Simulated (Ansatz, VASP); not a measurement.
# Two plane-wave programs on Al2BN3

INCAR

```
PREC = Accurate
ENCUT = 520
EDIFF = 1E-6
ISMEAR = 0
SIGMA = 0.1
LREAL = F
LASPH = T
NELM = 150
ALGO = Normal
ISIF = 2
LWAVE = F
LCHARG = F
ISPIN = 2
MAGMOM = 0 0 0 1 1 1
LORBIT = 11
GGA = PE
NBANDS = 25
```

Contents of KPOINTS:

```
regular mesh
0
Gamma
  6 6 2
```

The input POSCAR:

```
Al2BN3
1.0
    2.8571467200      0.0000000000      0.0000000000
    0.0000000000      2.8571467200      0.0000000000
    0.0000000000      0.0000000000     10.6320131400
Al B N
2 1 3
Direct
    0.5000000000      0.5000000000      0.8681410000
    0.5000000000      0.5000000000      0.1318590000
    0.0000000000      0.0000000000      0.0000000000
    0.0000000000      0.0000000000      0.6647679800
    0.0000000000      0.0000000000      0.3352320200
    0.5000000000      0.5000000000      0.5000000000
```

Input for Ansatz:

```yaml
crystal:
  lattice:
    - [2.85714672, 0.0, 0.0]
    - [0.0, 2.85714672, 0.0]
    - [0.0, 0.0, 10.63201314]
  atoms:
    - { symbol: Al, position: [0.5, 0.5, 0.868141] }
    - { symbol: Al, position: [0.5, 0.5, 0.131859] }
    - { symbol: B, position: [0.0, 0.0, 0.0] }
    - { symbol: "N", position: [0.0, 0.0, 0.66476798], spin: 1.0 }
    - { symbol: "N", position: [0.0, 0.0, 0.33523202], spin: 1.0 }
    - { symbol: "N", position: [0.5, 0.5, 0.5], spin: 1.0 }
basis:
  ecutwfc: 420
kpoints:
  mp_grid: { grid: [6, 6, 2] }
hamiltonian:
  xc: pbe
scf:
  occupations: { method: gaussian, width: 0.1 }
  lower_state_search: "off"
output:
  forces: true
  stress: true
  eigenvalues: true
  populations: true
magnetization:
  spin_polarized: true
```

Change from the starting cell: species swapped into the Er2Mg3Ru type (P4/mmm, No. 123).

Alike in both runs: task single point; functional PBE; k mesh 6 × 6 × 2; occupations gaussian, width 0.1 eV; collinear spin.

```csv
,VASP,Ansatz
version,VASP 6.6.1,Ansatz 0.2.0
potentials or method,"VASP PAW PBE potentials, release 64 (Al, B, N), cutoff 520 eV","scalar-relativistic, plane waves, PAW"
valence electrons in the cell,24,24
```

```tsv
	VASP	Ansatz	Ansatz less VASP
gap on the k mesh at the Fermi level (eV)	none	none	-
pressure (GPa)	-18.1	-11.5	+6.54
traceless stress, the component that is largest in VASP (GPa)	-6.22	-10.74	-4.523
rms of the force components (eV/Å)	0.482	0.376	-0.1054
net moment per atom (μB)	0.45	0.20	-0.247
size of the moment on the site where the two differ most (μB)	0.57	2.13	+1.558
```

The net moments are unlike, so the other rows may belong to different states. Site moments also hang on the region over which each program counts them. Atom by atom the forces differ by 0.140 eV/Å (rms over components). A gap of «none» marks a metal or a gap that the smearing closes. Ansatz's warnings: seeded moment not kept.

The k mesh is coarse, so the values compare programs but aren't converged.
